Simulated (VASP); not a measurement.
# HfNbTe4 (P-3m1) in VASP: a series of runs

Runs on HfNbTe4. Level: PBE. Tasks: single point.

Program: VASP 6.6.1. These are calculated values, not measurements. Logs are shortened: lines on timing, memory, paths and dates and some standing lists are left out, and cuts for length are marked.

### Step 1. The cell of the first run

It takes space group P-3m1 (No. 164, trigonal). The conventional cell has a = 3.822 Å, b = 3.822 Å, c = 14.316 Å, α = 90.00°, β = 90.00°, γ = 120.00°. Hf (site symmetry -3m) has 6 Te at 2.87 Å within 3.8 Å. Within 3.7 Å of Nb (site symmetry -3m) lie 6 Te at 2.84 Å. Within 3.8 Å of Te (site symmetry 3m) lie 3 Hf at 2.87 Å. Within 3.7 Å of Te (site symmetry 3m) lie 3 Nb at 2.84 Å.

### Step 2. Single point, PBE

The input, INCAR:

```
PREC = Accurate
ENCUT = 520
EDIFF = 1E-7
ISMEAR = 0
SIGMA = 0.1
LREAL = False
LASPH = True
NELM = 80
ALGO = Normal
ISIF = 2
LWAVE = False
LCHARG = True
GGA = PE
LELF = True
LVHAR = True
NBANDS = 32
```

The input, KPOINTS:

```
regular mesh
0
Gamma
  12 12 4
```

The input, POSCAR:

```
HfNbTe4
1.0
    3.8222310317      0.0000000000      0.0000000000
   -1.9111155158      3.3101491726      0.0000000000
    0.0000000000      0.0000000000     14.3160769000
Hf Nb Te
1 1 4
Direct
    0.0000000000      0.0000000000      0.5000000000
    0.0000000000      0.0000000000      0.0000000000
    0.6666666667      0.3333333333      0.6286620000
    0.6666666667      0.3333333333      0.1245420000
    0.3333333333      0.6666666667      0.8754580000
    0.3333333333      0.6666666667      0.3713380000
```

Potentials or basis: VASP PAW PBE potentials, release 64 (Hf_pv, Nb_sv, Te).

Launch:

```
$ cat potpaw_PBE.64/Hf_pv/POTCAR potpaw_PBE.64/Nb_sv/POTCAR potpaw_PBE.64/Te/POTCAR > POTCAR
$ mpirun -np 1 vasp_std > vasp.out
```

OUTCAR:

```text
PREC = Accurate
   ENCUT = 520
   EDIFF = 1E-7
   ISMEAR = 0
   LREAL = False
   LASPH = True
   NELM = 80
   ISIF = 2
   GGA = PE

 ion  position               nearest neighbor table
   1  0.000  0.000  0.500-   3 2.87   6 2.87   6 2.87   3 2.87   3 2.87   6 2.87
   2  0.000  0.000  0.000-   4 2.84   5 2.84   5 2.84   4 2.84   4 2.84   5 2.84
   3  0.667  0.333  0.629-   1 2.87   1 2.87   1 2.87
   4  0.667  0.333  0.125-   2 2.84   2 2.84   2 2.84
   5  0.333  0.667  0.875-   2 2.84   2 2.84   2 2.84
   6  0.333  0.667  0.371-   1 2.87   1 2.87   1 2.87

  LATTYP: Found a hexagonal cell.
 ALAT       =     3.8222310317
 C/A-ratio  =     3.7454766029

  Lattice vectors:

 A1 = (   3.8222310317,   0.0000000000,   0.0000000000)
 A2 = (  -1.9111155158,   3.3101491726,   0.0000000000)
 A3 = (   0.0000000000,   0.0000000000,  14.3160769000)

Analysis of symmetry for initial positions (statically):
=====================================================================
 Subroutine PRICEL returns:
 Original cell was already a primitive cell.

 Routine SETGRP: Setting up the symmetry group for a
 hexagonal supercell.

 Subroutine GETGRP returns: Found 12 space group operations
 (whereof 12 operations were pure point group operations)
 out of a pool of 24 trial point group operations.

The static configuration has the point symmetry D_3d.

Analysis of symmetry for dynamics (positions and initial velocities):
=====================================================================
 Subroutine PRICEL returns:
 Original cell was already a primitive cell.

 Routine SETGRP: Setting up the symmetry group for a
 hexagonal supercell.

 Subroutine GETGRP returns: Found 12 space group operations
 (whereof 12 operations were pure point group operations)
 out of a pool of 24 trial point group operations.

The dynamic configuration has the point symmetry D_3d.

 Subroutine INISYM returns: Found 12 space group operations
 (whereof 12 operations are pure point group operations),
 and found     1 'primitive' translations

----------------------------------------------------------------------------------------

                                     Primitive cell

  volume of cell :     181.1292

  direct lattice vectors                    reciprocal lattice vectors
     3.822231032  0.000000000  0.000000000     0.261627304  0.151050594  0.000000000
[... 96 lines left out ...]
   EDIFFG = 0.1E-05   stopping-criterion for IOM
   NSW    =      0    number of steps for IOM
   IBRION =     -1    ionic relax: 0-MD 1-quasi-New 2-CG
   NFREE  =      0    steps in history (QN), initial steepest desc. (CG)
   ISIF   =      2    stress and relaxation
   ISYM   =      2    0-nonsym 1-usesym 2-fastsym
   POTIM  = 0.5000    time-step for ionic-motion
   TEBEG  =    0.0;   TEEND  =   0.0 temperature during run
   PSTRESS=    0.0 pullay stress
   NELECT =      47.0000    total number of electrons
   NUPDOWN=      -1.0000    fix difference up-down
   EMIN   =  10.00;   EMAX   =-10.00  energy-range for DOS
   EFERMI =   0.00;   METHOD = LEGACY
   ISMEAR =     0;   SIGMA  =   0.10  broadening in eV -4-tet -1-fermi 0-gaus
   EFERMI_NEDOS =   21; number of points for ismear=-14 and -15
   IALGO  =     38    algorithm
   IMIX   =      4    mixing-type and parameters
     AMIX     =   0.40;   BMIX     =  1.00
     AMIX_MAG =   1.60;   BMIX_MAG =  1.00
  volume/ion in A,a.u.               =      30.19       203.72
  Fermi-wavevector in a.u.,A,eV,Ry     =   1.044186  1.973226 14.834769  1.090325
  Thomas-Fermi vector in A             =   2.178928
   LORBIT       =      0    0 simple, 1 ext, 2 COOP (PROOUT), +10 PAW based schemes
   GGA     = PE    functional components
   LHFCALC =     F    Hartree Fock is set to
   AEXX    =    0.0000 exact exchange contribution
   IVDW    =     0    specifies the selected vdW correction
   LEPSILON=     F    determine dielectric tensor
   LRPA    =     F    only Hartree local field effects (RPA)
 non-spin polarized calculation
 Gauss-broadening in eV      SIGMA  =   0.10
  energy-cutoff  :      520.00
  volume of cell :      181.13
 maximum number of plane-waves:      4923
   NGX = 15   NGY = 15   NGZ = 53

 number of electron      47.0000002 magnetization

 Free energy of the ion-electron system (eV)
  ---------------------------------------------------
  ext. energy  EPLUGINS =         0.00000000
  ---------------------------------------------------
  free energy    TOTEN  =       -36.34028390 eV

  energy without entropy =      -36.32699353  energy(sigma->0) =      -36.33363872

 E-fermi :   5.9000     XC(G=0):  -9.5058

 val. band max:        5.8854271441   @ k =   0.0833   0.0833   0.0000
 cond. band min:       5.9019579810   @ k =   0.1667   0.0833   0.5000
 fundamental gap:      0.0165308369
 Fermi energy:         5.9000447763

 k-point     1 :       0.0000    0.0000    0.0000
  band No.  band energies     occupation
      1     -49.6650      2.00000
      2     -25.7154      2.00000
      3     -25.7154      2.00000
      4     -25.6413      2.00000
      5     -25.4040      2.00000
      6     -25.4040      2.00000
[... 829 lines left out ...]
     31       9.0950      0.00000
     32       9.4421      0.00000

 [... further k-points ...]

------------------------ aborting loop because EDIFF is reached ----------------------------------------

  FORCE on cell =-STRESS in cart. coord.  units (eV):
  Direction    XX          YY          ZZ          XY          YZ          ZX
  --------------------------------------------------------------------------------------
  -------------------------------------------------------------------------------------
  Total       -0.1470701     -0.1470701     -0.1129943     -0.0000000      0.0000000     -0.0000000
  in kB       -1.3009073     -1.3009073     -0.9994905     -0.0000000      0.0000000     -0.0000000
  external PRESSURE =      -1.2004351 kB  Pullay stress =       0.0000000 kB

 VOLUME and BASIS-vectors are now :
 -----------------------------------------------------------------------------
  energy-cutoff  :      520.00
  volume of cell :      181.13
      direct lattice vectors                 reciprocal lattice vectors
     3.822231032  0.000000000  0.000000000     0.261627304  0.151050594  0.000000000
    -1.911115516  3.310149173  0.000000000     0.000000000  0.302101189  0.000000000
     0.000000000  0.000000000 14.316076900     0.000000000  0.000000000  0.069851539

 POSITION                                       TOTAL-FORCE (eV/Angst)
 -----------------------------------------------------------------------------------
      0.00000      0.00000      7.15804         0.000000      0.000000      0.000000
      0.00000      0.00000      0.00000         0.000000      0.000000      0.000000
      1.91112      1.10338      8.99997         0.000000     -0.000000     -0.022686
      1.91112      1.10338      1.78295         0.000000     -0.000000     -0.007601
     -0.00000      2.20677     12.53312        -0.000000      0.000000      0.007601
     -0.00000      2.20677      5.31610        -0.000000      0.000000      0.022686
 -----------------------------------------------------------------------------------
    total drift:                                0.000000      0.000000      0.000000

  FREE ENERGIE OF THE ION-ELECTRON SYSTEM (eV)
  ---------------------------------------------------
  free  energy   TOTEN  =       -36.3402839032 eV

  energy  without entropy=      -36.3269935326  energy(sigma->0) =      -36.33363872
```

stdout:

```text
POSCAR found type information on POSCAR HfNbTe
 POSCAR found :  3 types and       6 ions
 scaLAPACK will be used
 LDA part: xc-table for (Slater+PW92), standard interpolation
 POSCAR, INCAR and KPOINTS ok, starting setup
 FFT: planning ... GRIDC
 FFT: planning ... GRID_SOFT
 FFT: planning ... GRID
 WAVECAR not read
 entering main loop
```

Run time: 20 min. Hardware: 1 thread of AMD EPYC 7R13, shared host; peak memory 0.52 GiB.

Results:

| Property | Result |
| --- | --- |
| Free energy | -36.3403 eV |
| Pressure | -0.1 GPa |
| Largest force | 0.023 eV/Å |

Forces on the atoms (eV/Å):
```
Hf   0.000  0.000  0.000
Nb   0.000  0.000  0.000
Te   0.000  0.000 -0.023
Te   0.000  0.000 -0.008
Te   0.000  0.000  0.008
Te   0.000  0.000  0.023
```

Caveat: spin-orbit coupling is left out, which moves the levels of the heavy elements; this functional lacks dispersion, which binds the layers, so the pressure and a relaxed spacing across them are unreliable.

### Step 3. Single point, PBE, collinear spin, ferromagnetic start

The input, INCAR:

```
PREC = Accurate
ENCUT = 520
EDIFF = 1E-6
ISMEAR = 0
SIGMA = 0.1
LREAL = F
LASPH = T
NELM = 150
ALGO = Normal
ISIF = 2
LWAVE = F
LCHARG = F
ISPIN = 2
MAGMOM = 0 1 0 0 0 0
LORBIT = 11
LMAXMIX = 4
GGA = PE
NBANDS = 36
```

The input, KPOINTS:

```
Automatic mesh
0
Gamma
  6 6 2
```

The input, POSCAR:

```
HfNbTe4
1.0
    3.8222310000      0.0000000000      0.0000000000
   -1.9111155000      3.3101492000      0.0000000000
    0.0000000000      0.0000000000     14.3160769000
Hf Nb Te
1 1 4
Direct
    0.0000000000      0.0000000000      0.5000000000
    0.0000000000      0.0000000000      0.0000000000
    0.6666667000      0.3333333000      0.6286620000
    0.6666667000      0.3333333000      0.1245420000
    0.3333333000      0.6666667000      0.8754580000
    0.3333333000      0.6666667000      0.3713380000
```

Potentials or basis: VASP PAW PBE potentials, release 64 (Hf_pv, Nb_sv, Te).

Launch:

```
$ cat potpaw_PBE.64/Hf_pv/POTCAR potpaw_PBE.64/Nb_sv/POTCAR potpaw_PBE.64/Te/POTCAR > POTCAR
$ mpirun -np 1 vasp_std > vasp.out
```

Run time: 11 min. Hardware: 1 thread of AMD EPYC 7R13, shared host; peak memory 0.4 GiB.

Results (log left out):

```
Free energy                                           : -36.3087 eV
Pressure                                              : 0.0 GPa
Largest force                                         : 0.064 eV/Å
Net moment                                            : 0.00 μB per cell
Valence electrons inside the program's atomic spheres : Hf 8.20; Nb 10.52; Te 3.46, 3.40
```

Forces on the atoms (eV/Å):
```
Hf   0.000  0.000  0.000
Nb   0.000  0.000  0.000
Te   0.000  0.000 -0.064
Te   0.000  0.000 -0.002
Te   0.000  0.000  0.002
Te   0.000  0.000  0.064
```

Stress tensor (GPa, compression positive):
```
 0.06  0.00  0.00
 0.00  0.06  0.00
 0.00  0.00 -0.15
```

Levels at points of the mesh, in eV from the Fermi level:
Spin up:
| k point | band 21 | band 22 | band 23 | band 24 | band 25 | band 26 |
| --- | --- | --- | --- | --- | --- | --- |
| (0.00, 0.00, 0.00) | -0.16 | -0.04 | 0.49 | 0.49 | 0.80 | 0.80 |
| (0.50, 0.00, 0.00) | -1.45 | -1.06 | -0.88 | -0.67 | -0.07 | 1.02 |
| (0.00, 0.00, 0.50) | -0.16 | 0.31 | 0.51 | 0.51 | 0.78 | 0.78 |
| (0.50, 0.00, 0.50) | -1.93 | -1.00 | -0.78 | -0.72 | -0.06 | 1.02 |
Spin down:
```tsv
k point	band 20	band 21	band 22	band 23	band 24	band 25	band 26	band 27
(0.00, 0.00, 0.00)	-0.16	-0.16	-0.04	0.49	0.49	0.80	0.80	1.12
(0.50, 0.00, 0.00)	-1.95	-1.45	-1.06	-0.87	-0.67	-0.07	1.02	1.53
(0.00, 0.00, 0.50)	-0.16	-0.16	0.31	0.51	0.51	0.78	0.78	1.13
(0.50, 0.00, 0.50)	-1.96	-1.93	-1.00	-0.78	-0.72	-0.06	1.02	1.53
```

Caveat: spin-orbit coupling is left out, which moves the levels of the heavy elements; this functional lacks dispersion, which binds the layers, so the pressure and a relaxed spacing across them are unreliable.
